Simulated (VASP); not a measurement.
# GeW (Fm-3m) in VASP: a series of runs

Runs on GeW. Level: PBE. Tasks: single point.

Program: VASP 6.6.1. These are calculated values, not measurements. Logs are shortened: lines on timing, memory, paths and dates and some standing lists are left out, and cuts for length are marked.

### 1 The cell of the first run

Symmetry: Fm-3m, No. 225, cubic system. The conventional cell has a = 5.050 Å, b = 5.050 Å, c = 5.050 Å, α = 90.00°, β = 90.00°, γ = 90.00°. Within 3.3 Å of Ge (site symmetry m-3m) lie 6 W at 2.52 Å. W (site symmetry m-3m) has 6 Ge at 2.52 Å within 3.3 Å.

### 2 Single point, PBE

INCAR

```
SYSTEM = GeW
  PREC = Accurate
  ENCUT = 520
  EDIFF = 1E-7
  ISMEAR = -1
  SIGMA = 0.05
  LREAL = .False.
  LASPH = .True.
  NELM = 60
  ALGO = Normal
  ISIF = 2
  LWAVE = .False.
  LCHARG = .False.
  GGA = PE
  NBANDS = 21
```

KPOINTS

```
Automatic mesh
0
Gamma
  9 9 9
  0 0 0
```

POSCAR

```
GeW
1.0
    0.0000000000      2.5249909497      2.5249909497
    2.5249909497      0.0000000000      2.5249909497
    2.5249909497      2.5249909497      0.0000000000
Ge W
1 1
Direct
    0.5000000000      0.5000000000      0.5000000000
    0.0000000000      0.0000000000      0.0000000000
```

Potentials or basis: VASP PAW PBE potentials, release 64 (Ge_d, W_sv).

On the command line:

```bash
$ cat potpaw_PBE.64/Ge_d/POTCAR potpaw_PBE.64/W_sv/POTCAR > POTCAR
$ mpirun -np 1 vasp_std > vasp.out
```

OUTCAR:

```text
SYSTEM = GeW
   PREC = Accurate
   ENCUT = 520
   EDIFF = 1E-7
   ISMEAR = -1
   LREAL = .False.
   LASPH = .True.
   NELM = 60
   ISIF = 2
   GGA = PE

 ion  position               nearest neighbor table
   1  0.500  0.500  0.500-   2 2.52   2 2.52   2 2.52   2 2.52   2 2.52   2 2.52
   2  0.000  0.000  0.000-   1 2.52   1 2.52   1 2.52   1 2.52   1 2.52   1 2.52

  LATTYP: Found a face centered cubic cell.
 ALAT       =     5.0499818994

  Lattice vectors:

 A1 = (   0.0000000000,   2.5249909497,   2.5249909497)
 A2 = (   2.5249909497,   0.0000000000,   2.5249909497)
 A3 = (   2.5249909497,   2.5249909497,   0.0000000000)

Analysis of symmetry for initial positions (statically):
=====================================================================
 Subroutine PRICEL returns:
 Original cell was already a primitive cell.

 Routine SETGRP: Setting up the symmetry group for a
 face centered cubic supercell.

 Subroutine GETGRP returns: Found 48 space group operations
 (whereof 48 operations were pure point group operations)
 out of a pool of 48 trial point group operations.

The static configuration has the point symmetry O_h .

Analysis of symmetry for dynamics (positions and initial velocities):
=====================================================================
 Subroutine PRICEL returns:
 Original cell was already a primitive cell.

 Routine SETGRP: Setting up the symmetry group for a
 face centered cubic supercell.

 Subroutine GETGRP returns: Found 48 space group operations
 (whereof 48 operations were pure point group operations)
 out of a pool of 48 trial point group operations.

The dynamic configuration has the point symmetry O_h .

 Subroutine INISYM returns: Found 48 space group operations
 (whereof 48 operations are pure point group operations),
 and found     1 'primitive' translations

----------------------------------------------------------------------------------------

                                     Primitive cell

  volume of cell :      32.1966

  direct lattice vectors                    reciprocal lattice vectors
     0.000000000  2.524990950  2.524990950    -0.198020512  0.198020512  0.198020512
     2.524990950  0.000000000  2.524990950     0.198020512 -0.198020512  0.198020512
     2.524990950  2.524990950  0.000000000     0.198020512  0.198020512 -0.198020512

  length of vectors
     3.570876446  3.570876446  3.570876446     0.342981587  0.342981587  0.342981587

  position of ions in fractional coordinates (direct lattice)
     0.500000000  0.500000000  0.500000000
     0.000000000  0.000000000  0.000000000

  ion indices of the primitive-cell ions
   primitive index   ion index
                 1           1
                 2           2

----------------------------------------------------------------------------------------

 KPOINTS: Automatic mesh

Automatic generation of k-mesh.
 Grid dimensions read from file:
 generate k-points for:    9    9    9

 Generating k-lattice:

  Cartesian coordinates                     Fractional coordinates (reciprocal lattice)
    -0.022002279  0.022002279  0.022002279     0.111111111  0.000000000  0.000000000
     0.022002279 -0.022002279  0.022002279     0.000000000  0.111111111  0.000000000
     0.022002279  0.022002279 -0.022002279     0.000000000  0.000000000  0.111111111

  Length of vectors
     0.038109065  0.038109065  0.038109065

  Shift w.r.t. Gamma in fractional coordinates (k-lattice)
     0.000000000  0.000000000  0.000000000

 Subroutine IBZKPT returns following result:
 ===========================================

 Found     35 irreducible k-points:

 Following reciprocal coordinates:
            Coordinates               Weight
  0.000000  0.000000  0.000000      1.000000
  0.111111  0.000000  0.000000      8.000000
  0.222222  0.000000  0.000000      8.000000
  0.333333  0.000000  0.000000      8.000000
  0.444444  0.000000  0.000000      8.000000
  0.111111  0.111111  0.000000      6.000000
[... 16 lines left out ...]
 -0.333333  0.333333  0.000000     12.000000
  0.444444  0.444444  0.000000      6.000000
 [... further k-points ...]
   k-points           NKPTS =     35   k-points in BZ     NKDIM =     35   number of bands    NBANDS=     21
   number of dos      NEDOS =    301   number of ions     NIONS =      2
   total plane-waves  NPLWV =  21952
   dimension x,y,z NGX =    28 NGY =   28 NGZ =   28
   dimension x,y,z NGXF=    56 NGYF=   56 NGZF=   56
   ions per type =               1   1
   NGX,Y,Z   is equivalent  to a cutoff of  13.04, 13.04, 13.04 a.u.
   NGXF,Y,Z  is equivalent  to a cutoff of  26.07, 26.07, 26.07 a.u.
 SYSTEM =  GeW
   PREC   = accura    normal or accurate (medium, high low for compatibility)
   ISTART =      0    job   : 0-new  1-cont  2-samecut
   ICHARG =      2    charge: 1-file 2-atom 10-const
   ISPIN  =      1    spin polarized calculation?
   LNONCOLLINEAR =      F non collinear calculations
   LSORBIT =      F    spin-orbit coupling
   LASPH  =      T    aspherical Exc in radial PAW
   ENCUT  =  520.0 eV  38.22 Ry    6.18 a.u.   6.64  6.64  6.64*2*pi/ulx,y,z
   NELM   =     60;   NELMIN=  2; NELMDL= -5     # of ELM steps
   EDIFF  = 0.1E-06   stopping-criterion for ELM
   LREAL  =      F    real-space projection
   EDIFFG = 0.1E-05   stopping-criterion for IOM
   NSW    =      0    number of steps for IOM
   IBRION =     -1    ionic relax: 0-MD 1-quasi-New 2-CG
   NFREE  =      0    steps in history (QN), initial steepest desc. (CG)
   ISIF   =      2    stress and relaxation
   ISYM   =      2    0-nonsym 1-usesym 2-fastsym
   POTIM  = 0.5000    time-step for ionic-motion
   TEBEG  =    0.0;   TEEND  =   0.0 temperature during run
   PSTRESS=    0.0 pullay stress
   NELECT =      28.0000    total number of electrons
   NUPDOWN=      -1.0000    fix difference up-down
   EMIN   =  10.00;   EMAX   =-10.00  energy-range for DOS
   EFERMI =   0.00;   METHOD = LEGACY
   ISMEAR =    -1;   SIGMA  =   0.05  broadening in eV -4-tet -1-fermi 0-gaus
   EFERMI_NEDOS =   21; number of points for ismear=-14 and -15
   IALGO  =     38    algorithm
   IMIX   =      4    mixing-type and parameters
     AMIX     =   0.40;   BMIX     =  1.00
     AMIX_MAG =   1.60;   BMIX_MAG =  1.00
  volume/ion in A,a.u.               =      16.10       108.64
  Fermi-wavevector in a.u.,A,eV,Ry     =   1.562635  2.952953 33.223110  2.441830
  Thomas-Fermi vector in A             =   2.665525
   LORBIT       =      0    0 simple, 1 ext, 2 COOP (PROOUT), +10 PAW based schemes
   GGA     = PE    functional components
   LHFCALC =     F    Hartree Fock is set to
   AEXX    =    0.0000 exact exchange contribution
   IVDW    =     0    specifies the selected vdW correction
   LEPSILON=     F    determine dielectric tensor
   LRPA    =     F    only Hartree local field effects (RPA)
 non-spin polarized calculation
  energy-cutoff  :      520.00
  volume of cell :       32.20
 maximum number of plane-waves:       893
   NGX = 13   NGY = 13   NGZ = 13

 number of electron      28.0000003 magnetization

 Free energy of the ion-electron system (eV)
  ---------------------------------------------------
  ext. energy  EPLUGINS =         0.00000000
  ---------------------------------------------------
  free energy    TOTEN  =       -15.63473891 eV

  energy without entropy =      -15.61174522  energy(sigma->0) =      -15.62324207

 E-fermi :   9.8660     XC(G=0): -12.7565

 val. band max:        9.8654981764   @ k =   0.3333   0.1111   0.0000
 cond. band min:       9.8847761419   @ k =  -0.3333   0.2222   0.0000
 fundamental gap:      0.0192779655
 Fermi energy:         9.8659941195

 k-point     1 :       0.0000    0.0000    0.0000
  band No.  band energies     occupation
      1     -64.5616      2.00000
      2     -28.7764      2.00000
      3     -28.7764      2.00000
      4     -28.7764      2.00000
      5     -14.6778      2.00000
      6     -14.6778      2.00000
[... 13 lines left out ...]
     20      18.2749      0.00000
     21      25.7641      0.00000

 k-point     2 :       0.1111    0.0000    0.0000
  band No.  band energies     occupation
      1     -64.5610      2.00000
      2     -28.7924      2.00000
      3     -28.7794      2.00000
      4     -28.7794      2.00000
      5     -14.6718      2.00000
      6     -14.6718      2.00000
[... 13 lines left out ...]
     20      19.2798      0.00000
     21      23.3337      0.00000

 k-point     3 :       0.2222    0.0000    0.0000
  band No.  band energies     occupation
      1     -64.5596      2.00000
      2     -28.8326      2.00000
      3     -28.7868      2.00000
      4     -28.7868      2.00000
      5     -14.6567      2.00000
      6     -14.6567      2.00000
[... 13 lines left out ...]
     20      20.8076      0.00000
     21      22.0044      0.00000

 k-point     4 :       0.3333    0.0000    0.0000
  band No.  band energies     occupation
      1     -64.5580      2.00000
      2     -28.8780      2.00000
      3     -28.7952      2.00000
      4     -28.7952      2.00000
      5     -14.6396      2.00000
      6     -14.6396      2.00000
[... 13 lines left out ...]
     20      20.0671      0.00000
     21      20.0671      0.00000

 k-point     5 :       0.4444    0.0000    0.0000
  band No.  band energies     occupation
      1     -64.5570      2.00000
      2     -28.9073      2.00000
      3     -28.8007      2.00000
      4     -28.8007      2.00000
      5     -14.6286      2.00000
      6     -14.6286      2.00000
[... 13 lines left out ...]
     20      19.5916      0.00000
     21      19.5916      0.00000

 k-point     6 :       0.1111    0.1111    0.0000
  band No.  band energies     occupation
      1     -64.5609      2.00000
      2     -28.7936      2.00000
      3     -28.7822      2.00000
      4     -28.7822      2.00000
      5     -14.6760      2.00000
      6     -14.6652      2.00000
[... 13 lines left out ...]
     20      19.8107      0.00000
     21      23.2951      0.00000

 k-point     7 :       0.2222    0.1111    0.0000
  band No.  band energies     occupation
      1     -64.5598      2.00000
      2     -28.8229      2.00000
      3     -28.7896      2.00000
      4     -28.7885      2.00000
      5     -14.6687      2.00000
      6     -14.6524      2.00000
[... 13 lines left out ...]
     20      20.4678      0.00000
     21      21.6854      0.00000
[... 291 lines left out ...]
      1     -64.5570      2.00000
      2     -28.8713      2.00000
      3     -28.8131      2.00000
      4     -28.8131      2.00000
      5     -14.6666      2.00000
      6     -14.6511      2.00000
[... 13 lines left out ...]
     20      21.5571      0.00000
     21      23.1290      0.00000

 k-point    21 :       0.4444    0.3333    0.0000
  band No.  band energies     occupation
      1     -64.5562      2.00000
      2     -28.8834      2.00000
      3     -28.8247      2.00000
      4     -28.8184      2.00000
      5     -14.6598      2.00000
      6     -14.6573      2.00000
[... 13 lines left out ...]
     20      21.4836      0.00000
     21      23.6520      0.00000

 k-point    22 :      -0.4444    0.3333    0.0000
  band No.  band energies     occupation
      1     -64.5557      2.00000
      2     -28.8813      2.00000
      3     -28.8449      2.00000
      4     -28.8185      2.00000
      5     -14.6599      2.00000
      6     -14.6469      2.00000
[... 13 lines left out ...]
     20      21.1558      0.00000
     21      22.7315      0.00000

 k-point    23 :      -0.3333    0.3333    0.0000
  band No.  band energies     occupation
      1     -64.5559      2.00000
      2     -28.8684      2.00000
      3     -28.8618      2.00000
      4     -28.8133      2.00000
      5     -14.6580      2.00000
      6     -14.6337      2.00000
[... 13 lines left out ...]
     20      21.1639      0.00000
     21      21.9536      0.00000

 k-point    24 :       0.4444    0.4444    0.0000
  band No.  band energies     occupation
      1     -64.5557      2.00000
      2     -28.8924      2.00000
      3     -28.8236      2.00000
      4     -28.8236      2.00000
      5     -14.6668      2.00000
      6     -14.6633      2.00000
[... 13 lines left out ...]
     20      22.3144      0.00000
     21      25.2467      0.00000

 [... further k-points ...]
[... 5 lines left out ...]
  --------------------------------------------------------------------------------------
  -------------------------------------------------------------------------------------
  Total        2.5705679      2.5705679      2.5705679      0.0000000      0.0000000      0.0000000
  in kB      127.9175671    127.9175671    127.9175671      0.0000000      0.0000000      0.0000000
  external PRESSURE =     127.9175671 kB  Pullay stress =       0.0000000 kB

 VOLUME and BASIS-vectors are now :
 -----------------------------------------------------------------------------
  energy-cutoff  :      520.00
  volume of cell :       32.20
      direct lattice vectors                 reciprocal lattice vectors
     0.000000000  2.524990950  2.524990950    -0.198020512  0.198020512  0.198020512
     2.524990950  0.000000000  2.524990950     0.198020512 -0.198020512  0.198020512
     2.524990950  2.524990950  0.000000000     0.198020512  0.198020512 -0.198020512

 POSITION                                       TOTAL-FORCE (eV/Angst)
 -----------------------------------------------------------------------------------
      2.52499      2.52499      2.52499        -0.000000     -0.000000      0.000000
      0.00000      0.00000      0.00000         0.000000      0.000000     -0.000000
 -----------------------------------------------------------------------------------
    total drift:                                0.000000      0.000000      0.000000

  FREE ENERGIE OF THE ION-ELECTRON SYSTEM (eV)
  ---------------------------------------------------
  free  energy   TOTEN  =       -15.6347389131 eV

  energy  without entropy=      -15.6117452202  energy(sigma->0) =      -15.62324207
```

It took 11 s on 1 thread of Intel Xeon 6975P-C (Granite Rapids), shared host; peak memory 0.17 GiB.

Results:

| Item | Value |
| --- | --- |
| Free energy | -15.6347 eV |
| Pressure | 12.8 GPa |
| Band gap on the k mesh | zero (band 14 reaches 10.47 eV, above the bottom of band 15 at 8.60 eV) |

Caveat: spin-orbit coupling is left out, which moves the levels of the heavy elements.

(Part 1 of 2 ends here.)
